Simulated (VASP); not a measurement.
# CoH3 (P6/mmm) in VASP: a series of runs

Runs on CoH3. Level: PBE. Tasks: single point.

All numbers are computed with VASP 6.6.1; they aren't measurements. Logs are shortened: lines on timing, memory, paths and dates and some standing lists are left out, and cuts for length are marked.

### 1 The cell of the first run

It takes space group P6/mmm (No. 191, hexagonal). Conventional cell: a = 4.252 Å, b = 4.252 Å, c = 3.075 Å, α = 90.00°, β = 90.00°, γ = 120.00°. Within 2.0 Å of Co (site symmetry -6m2) lie 8 H at 1.54 to 1.97 Å. Within 1.6 Å of H (site symmetry mmm) lie 2 H at 1.23 Å. Within 1.6 Å of H (site symmetry -6m2) lie 3 H at 1.23 Å and 2 Co at 1.54 Å. H (site symmetry 6/mmm) has 6 Co at 2.46 Å and 26 H at 2.62 to 3.08 Å within 3.2 Å.

The cell was generated, and may not be a known phase.

### 2 Single point, PBE, collinear spin, ferromagnetic start

INCAR reads:

```
SYSTEM = CoH3
ALGO = Normal ; EDIFF = 1E-6
ENCUT = 690 ; GGA = PE
GGA_COMPAT = .False. ; ISIF = 2
ISMEAR = 0 ; ISPIN = 2
LASPH = .True. ; LCHARG = .True.
LELF = .True. ; LMAXMIX = 4
LORBIT = 11 ; LREAL = .False.
LVHAR = .True. ; LWAVE = .False.
MAGMOM = 3 3 0 0 0 0 0 0 ; NBANDS = 34
NELM = 200 ; PREC = Accurate
SIGMA = 0.15
```

KPOINTS reads:

```
k-points
0
Gamma
  4 4 3
  0 0 0
```

POSCAR reads:

```
CoH3
1.0
    4.2524873896      0.0000000000      0.0000000000
   -2.1262436948      3.6827621087      0.0000000000
    0.0000000000      0.0000000000      3.0753681753
Co H
2 6
Direct
    0.3333333333      0.6666666667      0.5000000000
    0.6666666667      0.3333333333      0.5000000000
    0.5000000000      0.0000000000      0.0000000000
    0.0000000000      0.5000000000      0.0000000000
    0.5000000000      0.5000000000      0.0000000000
    0.3333333333      0.6666666667      0.0000000000
    0.6666666667      0.3333333333      0.0000000000
    0.0000000000      0.0000000000      0.5000000000
```

Potentials or basis: VASP PAW PBE potentials, release 64 (Co_sv, H).

Started as:

```
$ cat potpaw_PBE.64/Co_sv/POTCAR potpaw_PBE.64/H/POTCAR > POTCAR
$ mpirun -np 1 vasp_std > vasp.out
```

OUTCAR:

```text
SYSTEM = CoH3
   EDIFF = 1E-6
   ENCUT = 690
   GGA = PE
   ISIF = 2
   ISMEAR = 0
   ISPIN = 2
   LASPH = .True.
   LORBIT = 11
   LREAL = .False.
   NELM = 200
   PREC = Accurate

 ion  position               nearest neighbor table
   1  0.333  0.667  0.500-   6 1.54   6 1.54   2 2.46   2 2.46   2 2.46
   2  0.667  0.333  0.500-   7 1.54   7 1.54   1 2.46   1 2.46   1 2.46
   3  0.500  0.000  0.000-
   4  0.000  0.500  0.000-
   5  0.500  0.500  0.000-
   6  0.333  0.667  0.000-   1 1.54   1 1.54
   7  0.667  0.333  0.000-   2 1.54   2 1.54
   8  0.000  0.000  0.500-

  LATTYP: Found a hexagonal cell.
 ALAT       =     4.2524873896
 C/A-ratio  =     0.7231927796

  Lattice vectors:

 A1 = (   4.2524873896,   0.0000000000,   0.0000000000)
 A2 = (  -2.1262436948,   3.6827621087,   0.0000000000)
 A3 = (   0.0000000000,   0.0000000000,   3.0753681753)

Analysis of symmetry for initial positions (statically):
=====================================================================
 Subroutine PRICEL returns:
 Original cell was already a primitive cell.

 Routine SETGRP: Setting up the symmetry group for a
 hexagonal supercell.

 Subroutine GETGRP returns: Found 24 space group operations
 (whereof 24 operations were pure point group operations)
 out of a pool of 24 trial point group operations.

The static configuration has the point symmetry D_6h.

Analysis of symmetry for dynamics (positions and initial velocities):
=====================================================================
 Subroutine PRICEL returns:
 Original cell was already a primitive cell.

 Routine SETGRP: Setting up the symmetry group for a
 hexagonal supercell.

 Subroutine GETGRP returns: Found 24 space group operations
 (whereof 24 operations were pure point group operations)
 out of a pool of 24 trial point group operations.

The dynamic configuration has the point symmetry D_6h.

Analysis of structural, dynamic, and magnetic symmetry:
=====================================================================
 Subroutine PRICEL returns:
 Original cell was already a primitive cell.

 Routine SETGRP: Setting up the symmetry group for a
 hexagonal supercell.

 Subroutine GETGRP returns: Found 24 space group operations
 (whereof 24 operations were pure point group operations)
 out of a pool of 24 trial point group operations.

The overall configuration has the point symmetry D_6h.

 Subroutine INISYM returns: Found 24 space group operations
 (whereof 24 operations are pure point group operations),
 and found     1 'primitive' translations

----------------------------------------------------------------------------------------

                                     Primitive cell

  volume of cell :      48.1630

  direct lattice vectors                    reciprocal lattice vectors
     4.252487390  0.000000000  0.000000000     0.235156488  0.135767662  0.000000000
    -2.126243695  3.682762109  0.000000000     0.000000000  0.271535323  0.000000000
     0.000000000  0.000000000  3.075368175     0.000000000  0.000000000  0.325164320

  length of vectors
     4.252487390  4.252487390  3.075368175     0.271535323  0.271535323  0.325164320

  position of ions in fractional coordinates (direct lattice)
     0.333333333  0.666666667  0.500000000
     0.666666667  0.333333333  0.500000000
     0.500000000  0.000000000  0.000000000
     0.000000000  0.500000000  0.000000000
     0.500000000  0.500000000  0.000000000
     0.333333333  0.666666667  0.000000000
     0.666666667  0.333333333  0.000000000
     0.000000000  0.000000000  0.500000000

  ion indices of the primitive-cell ions
   primitive index   ion index
                 1           1
                 2           2
                 3           3
                 4           4
                 5           5
                 6           6
                 7           7
                 8           8

----------------------------------------------------------------------------------------

 KPOINTS: k-points

Automatic generation of k-mesh.
 Grid dimensions read from file:
 generate k-points for:    4    4    3

 Generating k-lattice:

  Cartesian coordinates                     Fractional coordinates (reciprocal lattice)
     0.058789122  0.033941915  0.000000000     0.250000000  0.000000000  0.000000000
     0.000000000  0.067883831  0.000000000     0.000000000  0.250000000  0.000000000
     0.000000000  0.000000000  0.108388107     0.000000000  0.000000000  0.333333333

  Length of vectors
     0.067883831  0.067883831  0.108388107

  Shift w.r.t. Gamma in fractional coordinates (k-lattice)
     0.000000000  0.000000000  0.000000000

 Subroutine IBZKPT returns following result:
 ===========================================

 Found      8 irreducible k-points:

 Following reciprocal coordinates:
            Coordinates               Weight
  0.000000  0.000000  0.000000      1.000000
  0.250000 -0.000000  0.000000      6.000000
  0.500000 -0.000000  0.000000      3.000000
  0.250000  0.250000  0.000000      6.000000
  0.000000  0.000000  0.333333      2.000000
  0.250000 -0.000000  0.333333     12.000000
  0.500000 -0.000000  0.333333      6.000000
  0.250000  0.250000  0.333333     12.000000
   k-points           NKPTS =      8   k-points in BZ     NKDIM =      8   number of bands    NBANDS=     34
   number of dos      NEDOS =    301   number of ions     NIONS =      8
   total plane-waves  NPLWV =  36288
   dimension x,y,z NGX =    36 NGY =   36 NGZ =   28
   dimension x,y,z NGXF=    72 NGYF=   72 NGZF=   56
   ions per type =               2   6
   NGX,Y,Z   is equivalent  to a cutoff of  14.07, 14.07, 15.14 a.u.
   NGXF,Y,Z  is equivalent  to a cutoff of  28.15, 28.15, 30.27 a.u.
 SYSTEM =  CoH3
   PREC   = accura    normal or accurate (medium, high low for compatibility)
   ISTART =      0    job   : 0-new  1-cont  2-samecut
   ICHARG =      2    charge: 1-file 2-atom 10-const
   ISPIN  =      2    spin polarized calculation?
   LNONCOLLINEAR =      F non collinear calculations
   LSORBIT =      F    spin-orbit coupling
   LASPH  =      T    aspherical Exc in radial PAW
   ENCUT  =  690.0 eV  50.71 Ry    7.12 a.u.   9.11  9.11  6.59*2*pi/ulx,y,z
   NELM   =    200;   NELMIN=  2; NELMDL= -5     # of ELM steps
   EDIFF  = 0.1E-05   stopping-criterion for ELM
   LREAL  =      F    real-space projection
[... 7 lines left out ...]
   TEBEG  =    0.0;   TEEND  =   0.0 temperature during run
   PSTRESS=    0.0 pullay stress
   NELECT =      40.0000    total number of electrons
   NUPDOWN=      -1.0000    fix difference up-down
   EMIN   =  10.00;   EMAX   =-10.00  energy-range for DOS
   EFERMI =   0.00;   METHOD = LEGACY
   ISMEAR =     0;   SIGMA  =   0.15  broadening in eV -4-tet -1-fermi 0-gaus
   EFERMI_NEDOS =   21; number of points for ismear=-14 and -15
   IALGO  =     38    algorithm
   IMIX   =      4    mixing-type and parameters
     AMIX     =   0.40;   BMIX     =  1.00
     AMIX_MAG =   1.60;   BMIX_MAG =  1.00
  volume/ion in A,a.u.               =       6.02        40.63
  Fermi-wavevector in a.u.,A,eV,Ry     =   1.538829  2.907964 32.218503  2.367993
  Thomas-Fermi vector in A             =   2.645142
   LORBIT       =     11    0 simple, 1 ext, 2 COOP (PROOUT), +10 PAW based schemes
   GGA     = PE    functional components
   LHFCALC =     F    Hartree Fock is set to
   AEXX    =    0.0000 exact exchange contribution
   IVDW    =     0    specifies the selected vdW correction
   LEPSILON=     F    determine dielectric tensor
   LRPA    =     F    only Hartree local field effects (RPA)
 spin polarized calculation
 Gauss-broadening in eV      SIGMA  =   0.15
  energy-cutoff  :      690.00
  volume of cell :       48.16
 maximum number of plane-waves:      2002
   NGX = 19   NGY = 19   NGZ = 13

 number of electron      39.9999939 magnetization       1.9975694

 Free energy of the ion-electron system (eV)
  ---------------------------------------------------
  ext. energy  EPLUGINS =         0.00000000
  ---------------------------------------------------
  free energy    TOTEN  =       -29.09110103 eV

  energy without entropy =      -29.07792669  energy(sigma->0) =      -29.08451386

 E-fermi :   5.7624     XC(G=0): -11.1469

 val. band max:        5.6588239927   @ k =   0.2500   0.2500   0.3333
 cond. band min:       5.9427455210   @ k =   0.5000  -0.0000   0.0000
 fundamental gap:      0.2839215282
 Fermi energy:         5.7623700708

 spin component 1

 k-point     1 :       0.0000    0.0000    0.0000
  band No.  band energies     occupation
      1     -89.7938      1.00000
      2     -89.7614      1.00000
      3     -53.1376      1.00000
      4     -53.1376      1.00000
      5     -53.1229      1.00000
      6     -53.0936      1.00000
[... 24 lines left out ...]
     31      22.3617      0.00000
     32      23.7262      0.00000

 k-point     2 :       0.2500   -0.0000    0.0000
  band No.  band energies     occupation
      1     -89.7897      1.00000
      2     -89.7655      1.00000
      3     -53.1423      1.00000
      4     -53.1233      1.00000
      5     -53.1192      1.00000
      6     -53.0973      1.00000
[... 24 lines left out ...]
     31      19.5331      0.00000
     32      21.4304      0.00000
[... 173 lines left out ...]
     31      19.5291      0.00000
     32      21.9317      0.00000

 k-point     8 :       0.2500    0.2500    0.3333
  band No.  band energies     occupation
      1     -89.7819      1.00000
      2     -89.7711      1.00000
      3     -53.1479      1.00000
      4     -53.1355      1.00000
      5     -53.1248      1.00000
      6     -53.0946      1.00000
[... 24 lines left out ...]
     31      20.4067      0.00000
     32      21.2929      0.00000
 Fermi energy:         5.7623700708

 spin component 2

 k-point     1 :       0.0000    0.0000    0.0000
  band No.  band energies     occupation
      1     -88.5516      1.00000
      2     -88.5178      1.00000
      3     -52.1311      1.00000
      4     -52.1002      1.00000
      5     -51.8234      1.00000
      6     -51.8234      1.00000
[... 24 lines left out ...]
     31      22.6757      0.00000
     32      23.7201      0.00000

 k-point     2 :       0.2500   -0.0000    0.0000
  band No.  band energies     occupation
      1     -88.5473      1.00000
      2     -88.5221      1.00000
      3     -52.1273      1.00000
      4     -52.1041      1.00000
      5     -51.8285      1.00000
      6     -51.8083      1.00000
[... 24 lines left out ...]
     31      19.7200      0.00000
     32      21.4189      0.00000
[... 173 lines left out ...]
     31      19.7410      0.00000
     32      21.9430      0.00000

 k-point     8 :       0.2500    0.2500    0.3333
  band No.  band energies     occupation
      1     -88.5392      1.00000
      2     -88.5279      1.00000
      3     -52.1445      1.00000
      4     -52.1332      1.00000
      5     -51.8344      1.00000
      6     -51.7779      1.00000
[... 24 lines left out ...]
     31      20.5396      0.00000
     32      21.3273      0.00000
 [bands above 32 left out]

------------------------ aborting loop because EDIFF is reached ----------------------------------------

  FORCE on cell =-STRESS in cart. coord.  units (eV):
  Direction    XX          YY          ZZ          XY          YZ          ZX
  --------------------------------------------------------------------------------------
  -------------------------------------------------------------------------------------
  Total       -0.0825059     -0.0825059     -0.1786067     -0.0000000      0.0000000      0.0000000
  in kB       -2.7446166     -2.7446166     -5.9414793     -0.0000000      0.0000000      0.0000000
  external PRESSURE =      -3.8102375 kB  Pullay stress =       0.0000000 kB

 VOLUME and BASIS-vectors are now :
 -----------------------------------------------------------------------------
  energy-cutoff  :      690.00
  volume of cell :       48.16
      direct lattice vectors                 reciprocal lattice vectors
     4.252487390  0.000000000  0.000000000     0.235156488  0.135767662  0.000000000
    -2.126243695  3.682762109  0.000000000     0.000000000  0.271535323  0.000000000
     0.000000000  0.000000000  3.075368175     0.000000000  0.000000000  0.325164320

 POSITION                                       TOTAL-FORCE (eV/Angst)
 -----------------------------------------------------------------------------------
     -0.00000      2.45517      1.53768        -0.000000      0.000000     -0.000000
      2.12624      1.22759      1.53768         0.000000     -0.000000      0.000000
      2.12624      0.00000      0.00000        -0.000000      0.000000      0.000000
     -1.06312      1.84138      0.00000        -0.000000      0.000000      0.000000
      1.06312      1.84138      0.00000        -0.000000      0.000000      0.000000
     -0.00000      2.45517      0.00000         0.000000     -0.000000      0.000000
      2.12624      1.22759      0.00000        -0.000000      0.000000      0.000000
      0.00000      0.00000      1.53768        -0.000000      0.000000      0.000000
 -----------------------------------------------------------------------------------
    total drift:                                0.000000      0.000000     -0.000000

  FREE ENERGIE OF THE ION-ELECTRON SYSTEM (eV)
  ---------------------------------------------------
  free  energy   TOTEN  =       -29.0911010304 eV

  energy  without entropy=      -29.0779266941  energy(sigma->0) =      -29.08451386

 total charge

# of ion       s       p       d       tot
------------------------------------------
    1        2.187   6.092   6.884  15.163
    2        2.187   6.092   6.884  15.163
    3        0.462   0.033   0.000   0.494
    4        0.462   0.033   0.000   0.494
    5        0.462   0.033   0.000   0.494
    6        0.577   0.055   0.000   0.631
    7        0.577   0.055   0.000   0.631
    8        0.387   0.006   0.000   0.393
--------------------------------------------------
tot          7.299  12.397  13.767  33.463

 magnetization (x)

# of ion       s       p       d       tot
------------------------------------------
    1       -0.003   0.003   1.025   1.025
    2       -0.003   0.003   1.025   1.025
    3       -0.001  -0.001   0.000  -0.002
    4       -0.001  -0.001   0.000  -0.002
    5       -0.001  -0.001   0.000  -0.002
    6       -0.006   0.006   0.000  -0.000
    7       -0.006   0.006   0.000  -0.000
    8        0.000  -0.001   0.000  -0.000
--------------------------------------------------
tot         -0.022   0.014   2.049   2.042
```

It took 48 s on 1 thread of Intel Xeon Platinum 8259CL at 2.50GHz (Skylake/Cascade Lake), shared host; peak memory 0.22 GiB.

Results:

- Free energy: -29.0911 eV
- Pressure: -0.4 GPa
- Band gap on the k mesh: zero (filled and empty bands overlap)
- Net moment: 2.00 μB per cell
- Site moments: Co +1.02; H -0.00 μB
- Valence electrons inside the program's atomic spheres: Co 15.16; H 0.49, 0.63, 0.39 (each value once)

Levels at points of the mesh, in eV from the Fermi level:
Spin up:
```
           k point  band 19  band 20  band 21  band 22  band 23  band 24
(0.00, 0.00, 0.00)    -1.21    -0.81    -0.81     0.19     2.21     5.66
(0.50, 0.00, 0.00)    -1.09    -1.09    -0.70     0.68     4.41     7.94
```
Spin down:
| k point | band 16 | band 17 | band 18 | band 19 | band 20 | band 21 | band 22 | band 23 |
| --- | --- | --- | --- | --- | --- | --- | --- | --- |
| (0.00, 0.00, 0.00) | -1.42 | -1.42 | -0.51 | -0.51 | 0.20 | 0.20 | 0.73 | 3.36 |
| (0.50, 0.00, 0.00) | -1.45 | -1.29 | -0.83 | -0.38 | 0.18 | 0.61 | 1.52 | 4.79 |

Caveat: the k points lie up to 0.68 Å⁻¹ apart.

(Continued in part 2 of 2.)

The gap in the log of VASP goes by the Fermi energy; the results here count the filled bands.